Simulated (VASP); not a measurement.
# BIr3Br (Pm-3m) in VASP: further runs

The runs below take BIr3Br through single point, with PBEsol.

Program: VASP 6.6.1. These are calculated values, not measurements. Logs are shortened: lines on timing, memory, paths and dates and some standing lists are left out, and cuts for length are marked.

## Step 1: The cell of the first run

It takes space group Pm-3m (No. 221, cubic). Conventional cell: a = 4.152 Å, b = 4.152 Å, c = 4.152 Å, α = 90.00°, β = 90.00°, γ = 90.00°. Within 2.7 Å of B (site symmetry m-3m) lie 6 Ir at 2.08 Å. Ir (site symmetry 4/mmm) has 2 B at 2.08 Å within 2.7 Å. Br (site symmetry m-3m) has 12 Ir at 2.94 Å and 8 B at 3.60 Å within 3.9 Å.

## Step 2: Single point, PBEsol

Input file INCAR:

```
SYSTEM = BIr3Br
  PREC = Accurate
  ENCUT = 560
  EDIFF = 1E-6
  ISMEAR = 0
  SIGMA = 0.1175
  LREAL = .FALSE.
  LASPH = .TRUE.
  NELM = 120
  ALGO = Normal
  ISIF = 2
  LWAVE = .FALSE.
  LCHARG = .FALSE.
  GGA = PS
  NBANDS = 38
  GGA_COMPAT = .FALSE.
```

Input file KPOINTS:

```
regular mesh
0
G
  4 4 4
  0 0 0
```

Input file POSCAR:

```
BIr3Br
1.0
    4.1523326218      0.0000000000      0.0000000000
    0.0000000000      4.1523326218      0.0000000000
    0.0000000000      0.0000000000      4.1523326218
B Ir Br
1 3 1
Direct
    0.5000000000      0.5000000000      0.5000000000
    0.0000000000      0.5000000000      0.5000000000
    0.5000000000      0.0000000000      0.5000000000
    0.5000000000      0.5000000000      0.0000000000
    0.0000000000      0.0000000000      0.0000000000
```

Potentials or basis: VASP PAW PBE potentials, release 64 (B, Ir_sv_GW, Br).

Started as:

```console
$ cat potpaw_PBE.64/B/POTCAR potpaw_PBE.64/Ir_sv_GW/POTCAR potpaw_PBE.64/Br/POTCAR > POTCAR
$ mpirun -np 1 vasp_std > vasp.out
```

OUTCAR:

```text
SYSTEM = BIr3Br
   PREC = Accurate
   ENCUT = 560
   EDIFF = 1E-6
   ISMEAR = 0
   LREAL = .FALSE.
   LASPH = .TRUE.
   NELM = 120
   ISIF = 2
   GGA = PS

 ion  position               nearest neighbor table
   1  0.500  0.500  0.500-   2 2.08   3 2.08   4 2.08   4 2.08   3 2.08   2 2.08
   2  0.000  0.500  0.500-   1 2.08   1 2.08   4 2.94   5 2.94   4 2.94   5 2.94   3 2.94   5 2.94
                             5 2.94   3 2.94   3 2.94   4 2.94   4 2.94   3 2.94
   3  0.500  0.000  0.500-   1 2.08   1 2.08   4 2.94   5 2.94   4 2.94   5 2.94   2 2.94   2 2.94
                             4 2.94   4 2.94   2 2.94   5 2.94   5 2.94   2 2.94
   4  0.500  0.500  0.000-   1 2.08   1 2.08   3 2.94   5 2.94   2 2.94   2 2.94   3 2.94   3 2.94
                             5 2.94   3 2.94   2 2.94   5 2.94   2 2.94   5 2.94
   5  0.000  0.000  0.000-   2 2.94   3 2.94   4 2.94   2 2.94   3 2.94   2 2.94   4 2.94   2 2.94
                             3 2.94   4 2.94   3 2.94   4 2.94

  LATTYP: Found a simple cubic cell.
 ALAT       =     4.1523326218

  Lattice vectors:

 A1 = (   4.1523326218,   0.0000000000,   0.0000000000)
 A2 = (   0.0000000000,   4.1523326218,   0.0000000000)
 A3 = (   0.0000000000,   0.0000000000,   4.1523326218)

Analysis of symmetry for initial positions (statically):
=====================================================================
 Subroutine PRICEL returns:
 Original cell was already a primitive cell.

 Routine SETGRP: Setting up the symmetry group for a
 simple cubic supercell.

 Subroutine GETGRP returns: Found 48 space group operations
 (whereof 48 operations were pure point group operations)
 out of a pool of 48 trial point group operations.

The static configuration has the point symmetry O_h .

Analysis of symmetry for dynamics (positions and initial velocities):
=====================================================================
 Subroutine PRICEL returns:
 Original cell was already a primitive cell.

 Routine SETGRP: Setting up the symmetry group for a
 simple cubic supercell.

 Subroutine GETGRP returns: Found 48 space group operations
 (whereof 48 operations were pure point group operations)
 out of a pool of 48 trial point group operations.

The dynamic configuration has the point symmetry O_h .

 Subroutine INISYM returns: Found 48 space group operations
 (whereof 48 operations are pure point group operations),
 and found     1 'primitive' translations

----------------------------------------------------------------------------------------

                                     Primitive cell

  volume of cell :      71.5940

  direct lattice vectors                    reciprocal lattice vectors
     4.152332622  0.000000000  0.000000000     0.240828491  0.000000000  0.000000000
     0.000000000  4.152332622  0.000000000     0.000000000  0.240828491  0.000000000
     0.000000000  0.000000000  4.152332622     0.000000000  0.000000000  0.240828491

  length of vectors
     4.152332622  4.152332622  4.152332622     0.240828491  0.240828491  0.240828491

  position of ions in fractional coordinates (direct lattice)
     0.500000000  0.500000000  0.500000000
     0.000000000  0.500000000  0.500000000
     0.500000000  0.000000000  0.500000000
     0.500000000  0.500000000  0.000000000
     0.000000000  0.000000000  0.000000000

  ion indices of the primitive-cell ions
   primitive index   ion index
                 1           1
                 2           2
                 3           3
                 4           4
                 5           5

----------------------------------------------------------------------------------------

 KPOINTS: regular mesh

Automatic generation of k-mesh.
 Grid dimensions read from file:
 generate k-points for:    4    4    4

 Generating k-lattice:

  Cartesian coordinates                     Fractional coordinates (reciprocal lattice)
     0.060207123  0.000000000  0.000000000     0.250000000  0.000000000  0.000000000
     0.000000000  0.060207123  0.000000000     0.000000000  0.250000000  0.000000000
     0.000000000  0.000000000  0.060207123     0.000000000  0.000000000  0.250000000

  Length of vectors
     0.060207123  0.060207123  0.060207123

  Shift w.r.t. Gamma in fractional coordinates (k-lattice)
     0.000000000  0.000000000  0.000000000

 Subroutine IBZKPT returns following result:
 ===========================================

 Found     10 irreducible k-points:

 Following reciprocal coordinates:
            Coordinates               Weight
  0.000000  0.000000  0.000000      1.000000
  0.250000  0.000000  0.000000      6.000000
  0.500000  0.000000  0.000000      3.000000
  0.250000  0.250000  0.000000     12.000000
  0.500000  0.250000  0.000000     12.000000
  0.500000  0.500000  0.000000      3.000000
  0.250000  0.250000  0.250000      8.000000
  0.500000  0.250000  0.250000     12.000000
  0.500000  0.500000  0.250000      6.000000
  0.500000  0.500000  0.500000      1.000000
   k-points           NKPTS =     10   k-points in BZ     NKDIM =     10   number of bands    NBANDS=     38
   number of dos      NEDOS =    301   number of ions     NIONS =      5
   total plane-waves  NPLWV =  32768
   dimension x,y,z NGX =    32 NGY =   32 NGZ =   32
   dimension x,y,z NGXF=    64 NGYF=   64 NGZF=   64
   ions per type =               1   3   1
   NGX,Y,Z   is equivalent  to a cutoff of  12.81, 12.81, 12.81 a.u.
   NGXF,Y,Z  is equivalent  to a cutoff of  25.62, 25.62, 25.62 a.u.
 SYSTEM =  BIr3Br
   PREC   = accura    normal or accurate (medium, high low for compatibility)
   ISTART =      0    job   : 0-new  1-cont  2-samecut
   ICHARG =      2    charge: 1-file 2-atom 10-const
   ISPIN  =      1    spin polarized calculation?
   LNONCOLLINEAR =      F non collinear calculations
   LSORBIT =      F    spin-orbit coupling
   LASPH  =      T    aspherical Exc in radial PAW
   ENCUT  =  560.0 eV  41.16 Ry    6.42 a.u.   8.01  8.01  8.01*2*pi/ulx,y,z
   NELM   =    120;   NELMIN=  2; NELMDL= -5     # of ELM steps
   EDIFF  = 0.1E-05   stopping-criterion for ELM
   LREAL  =      F    real-space projection
   EDIFFG = 0.1E-04   stopping-criterion for IOM
   NSW    =      0    number of steps for IOM
   IBRION =     -1    ionic relax: 0-MD 1-quasi-New 2-CG
   NFREE  =      0    steps in history (QN), initial steepest desc. (CG)
   ISIF   =      2    stress and relaxation
   ISYM   =      2    0-nonsym 1-usesym 2-fastsym
   POTIM  = 0.5000    time-step for ionic-motion
   TEBEG  =    0.0;   TEEND  =   0.0 temperature during run
   PSTRESS=    0.0 pullay stress
   NELECT =      61.0000    total number of electrons
   NUPDOWN=      -1.0000    fix difference up-down
   EMIN   =  10.00;   EMAX   =-10.00  energy-range for DOS
   EFERMI =   0.00;   METHOD = LEGACY
   ISMEAR =     0;   SIGMA  =   0.12  broadening in eV -4-tet -1-fermi 0-gaus
   EFERMI_NEDOS =   21; number of points for ismear=-14 and -15
   IALGO  =     38    algorithm
   IMIX   =      4    mixing-type and parameters
     AMIX     =   0.40;   BMIX     =  1.00
     AMIX_MAG =   1.60;   BMIX_MAG =  1.00
  volume/ion in A,a.u.               =      14.32        96.63
  Fermi-wavevector in a.u.,A,eV,Ry     =   1.552003  2.932861 32.772547  2.408714
  Thomas-Fermi vector in A             =   2.656441
   LORBIT       =      0    0 simple, 1 ext, 2 COOP (PROOUT), +10 PAW based schemes
   GGA     = PS    functional components
   LHFCALC =     F    Hartree Fock is set to
   AEXX    =    0.0000 exact exchange contribution
   IVDW    =     0    specifies the selected vdW correction
   LEPSILON=     F    determine dielectric tensor
   LRPA    =     F    only Hartree local field effects (RPA)
 non-spin polarized calculation
 Gauss-broadening in eV      SIGMA  =   0.12
  energy-cutoff  :      560.00
  volume of cell :       71.59
 maximum number of plane-waves:      2176
   NGX = 17   NGY = 17   NGZ = 17

 number of electron      61.0000002 magnetization

 Free energy of the ion-electron system (eV)
  ---------------------------------------------------
  ext. energy  EPLUGINS =         0.00000000
  ---------------------------------------------------
  free energy    TOTEN  =       -35.88029492 eV

  energy without entropy =      -35.83182853  energy(sigma->0) =      -35.85606172

 E-fermi :   9.5566     XC(G=0): -13.1590

 val. band max:        9.5312992810   @ k =   0.2500   0.2500   0.0000
 cond. band min:       9.5669262579   @ k =   0.2500   0.0000   0.0000
 fundamental gap:      0.0356269769
 Fermi energy:         9.5566015127

 k-point     1 :       0.0000    0.0000    0.0000
  band No.  band energies     occupation
      1     -82.5906      2.00000
      2     -82.5678      2.00000
      3     -82.5678      2.00000
      4     -39.7356      2.00000
      5     -39.7356      2.00000
      6     -39.7356      2.00000
[... 30 lines left out ...]
     37      14.9273      0.00000
     38      20.0205      0.00000

 k-point     2 :       0.2500    0.0000    0.0000
  band No.  band energies     occupation
      1     -82.5880      2.00000
      2     -82.5713      2.00000
      3     -82.5682      2.00000
      4     -39.7282      2.00000
      5     -39.7282      2.00000
      6     -39.7205      2.00000
[... 30 lines left out ...]
     37      16.5103      0.00000
     38      17.4724      0.00000

 k-point     3 :       0.5000    0.0000    0.0000
  band No.  band energies     occupation
      1     -82.5828      2.00000
      2     -82.5754      2.00000
      3     -82.5678      2.00000
      4     -39.7198      2.00000
      5     -39.7198      2.00000
      6     -39.7032      2.00000
[... 30 lines left out ...]
     37      16.2602      0.00000
[... 207 lines left out ...]
 k-point     9 :       0.5000    0.5000    0.2500
  band No.  band energies     occupation
      1     -82.5760      2.00000
      2     -82.5760      2.00000
      3     -82.5760      2.00000
      4     -39.8831      2.00000
      5     -39.6342      2.00000
      6     -39.5905      2.00000
[... 30 lines left out ...]
     37      16.4247      0.00000
     38      16.4247      0.00000

 k-point    10 :       0.5000    0.5000    0.5000
  band No.  band energies     occupation
      1     -82.5760      2.00000
      2     -82.5760      2.00000
      3     -82.5760      2.00000
      4     -39.9248      2.00000
      5     -39.5903      2.00000
      6     -39.5903      2.00000
[... 30 lines left out ...]
     37      15.5833      0.00000
     38      15.5833      0.00000

------------------------ aborting loop because EDIFF is reached ----------------------------------------

  FORCE on cell =-STRESS in cart. coord.  units (eV):
  Direction    XX          YY          ZZ          XY          YZ          ZX
  --------------------------------------------------------------------------------------
  -------------------------------------------------------------------------------------
  Total       -0.4240430     -0.4240430     -0.4240430     -0.0000000      0.0000000      0.0000000
  in kB       -9.4895170     -9.4895170     -9.4895170     -0.0000000      0.0000000      0.0000000
  external PRESSURE =      -9.4895170 kB  Pullay stress =       0.0000000 kB

 VOLUME and BASIS-vectors are now :
 -----------------------------------------------------------------------------
  energy-cutoff  :      560.00
  volume of cell :       71.59
      direct lattice vectors                 reciprocal lattice vectors
     4.152332622  0.000000000  0.000000000     0.240828491  0.000000000  0.000000000
     0.000000000  4.152332622  0.000000000     0.000000000  0.240828491  0.000000000
     0.000000000  0.000000000  4.152332622     0.000000000  0.000000000  0.240828491

 POSITION                                       TOTAL-FORCE (eV/Angst)
 -----------------------------------------------------------------------------------
      2.07617      2.07617      2.07617         0.000000      0.000000      0.000000
      0.00000      2.07617      2.07617         0.000000      0.000000      0.000000
      2.07617      0.00000      2.07617         0.000000      0.000000      0.000000
      2.07617      2.07617      0.00000         0.000000      0.000000      0.000000
      0.00000      0.00000      0.00000         0.000000      0.000000      0.000000
 -----------------------------------------------------------------------------------
    total drift:                                0.000000     -0.000000     -0.000000

  FREE ENERGIE OF THE ION-ELECTRON SYSTEM (eV)
  ---------------------------------------------------
  free  energy   TOTEN  =       -35.8802949167 eV

  energy  without entropy=      -35.8318285288  energy(sigma->0) =      -35.85606172
```

It took 17 s on 1 thread of AMD EPYC 9R45 (Zen 5), shared host; peak memory 0.16 GiB.

What came out:

* Free energy: -35.8803 eV
* Pressure: -0.9 GPa
* Band gap on the k mesh: zero (an odd number of electrons rules out a gap without spin polarisation)

Caveat: the k points lie up to 0.38 Å⁻¹ apart, too coarse for converged energies and pressures of a metal; the PAW data sets were made with another functional, which shifts forces and pressure a little; spin-orbit coupling is left out, which moves the levels of the heavy elements; an odd number of electrons without spin polarisation forces a metal; a magnetic or distorted state may lie lower.

## Step 3: Single point, PBEsol

This run uses another cell than the first one, of 14.38 Å³/atom.

Input file INCAR:

```
SYSTEM = BIr3Br
  PREC = Accurate
  ENCUT = 560
  EDIFF = 1E-6
  ISMEAR = 0
  SIGMA = 0.1175
  LREAL = .False.
  LASPH = .True.
  NELM = 120
  ALGO = Normal
  ISIF = 2
  LWAVE = .False.
  LCHARG = .True.
  GGA = PS
  LELF = .True.
  LVHAR = .True.
  NBANDS = 38
  GGA_COMPAT = .False.
```

Input file KPOINTS:

```
Automatic mesh
0
Gamma
  4 4 4
  0.5 0.5 0.5
```

POSCAR, as its differences from that of step 2:

```diff
@@ -2,5 +2,5 @@
 1.0
-    4.1523326218      0.0000000000      0.0000000000
-    0.0000000000      4.1523326218      0.0000000000
-    0.0000000000      0.0000000000      4.1523326218
+    4.1582851684      0.0000000000      0.0000000000
+    0.0000000000      4.1582851684      0.0000000000
+    0.0000000000      0.0000000000      4.1582851684
 B Ir Br
```

Potentials or basis: VASP PAW PBE potentials, release 64 (B, Ir_sv_GW, Br).

Started as:

```console
$ cat potpaw_PBE.64/B/POTCAR potpaw_PBE.64/Ir_sv_GW/POTCAR potpaw_PBE.64/Br/POTCAR > POTCAR
$ mpirun -np 1 vasp_std > vasp.out
```

OUTCAR:

```text
SYSTEM = BIr3Br
   PREC = Accurate
   ENCUT = 560
   EDIFF = 1E-6
   ISMEAR = 0
   LREAL = .False.
   LASPH = .True.
   NELM = 120
   ISIF = 2
   GGA = PS

 ion  position               nearest neighbor table
   1  0.500  0.500  0.500-   2 2.08   3 2.08   4 2.08   4 2.08   3 2.08   2 2.08
   2  0.000  0.500  0.500-   1 2.08   1 2.08   4 2.94   5 2.94   4 2.94   5 2.94   3 2.94   5 2.94
                             5 2.94   3 2.94   3 2.94   4 2.94   4 2.94   3 2.94
   3  0.500  0.000  0.500-   1 2.08   1 2.08   4 2.94   5 2.94   4 2.94   5 2.94   2 2.94   2 2.94
[... 351 lines left out ...]
  -------------------------------------------------------------------------------------
  Total       -0.4217374     -0.4217374     -0.4217374      0.0000000      0.0000000     -0.0000000
  in kB       -9.3974471     -9.3974471     -9.3974471      0.0000000      0.0000000     -0.0000000
  external PRESSURE =      -9.3974471 kB  Pullay stress =       0.0000000 kB

 VOLUME and BASIS-vectors are now :
 -----------------------------------------------------------------------------
  energy-cutoff  :      560.00
  volume of cell :       71.90
      direct lattice vectors                 reciprocal lattice vectors
     4.158285168  0.000000000  0.000000000     0.240483747  0.000000000  0.000000000
     0.000000000  4.158285168  0.000000000     0.000000000  0.240483747  0.000000000
     0.000000000  0.000000000  4.158285168     0.000000000  0.000000000  0.240483747

 POSITION                                       TOTAL-FORCE (eV/Angst)
 -----------------------------------------------------------------------------------
      2.07914      2.07914      2.07914         0.000000      0.000000      0.000000
      0.00000      2.07914      2.07914         0.000000      0.000000      0.000000
      2.07914      0.00000      2.07914         0.000000      0.000000      0.000000
      2.07914      2.07914      0.00000         0.000000      0.000000      0.000000
      0.00000      0.00000      0.00000         0.000000      0.000000      0.000000
 -----------------------------------------------------------------------------------
    total drift:                                0.000000     -0.000000     -0.000000

  FREE ENERGIE OF THE ION-ELECTRON SYSTEM (eV)
  ---------------------------------------------------
  free  energy   TOTEN  =       -35.7228086312 eV

  energy  without entropy=      -35.6450545429  energy(sigma->0) =      -35.68393159
```

Wall time 13 s (1 thread of Intel Xeon 6975P-C (Granite Rapids), shared host); peak memory 0.18 GiB.

Results:

```
Free energy            : -35.7228 eV
Pressure               : -0.9 GPa
Band gap on the k mesh : zero (an odd number of electrons rules out a gap without spin polarisation)
```

Caveat: the k points lie up to 0.38 Å⁻¹ apart, too coarse for converged energies and pressures of a metal; the PAW data sets were made with another functional, which shifts forces and pressure a little; spin-orbit coupling is left out, which moves the levels of the heavy elements; an odd number of electrons without spin polarisation forces a metal; a magnetic or distorted state may lie lower.

The gap in the log of VASP goes by the Fermi energy; the results here count the filled bands.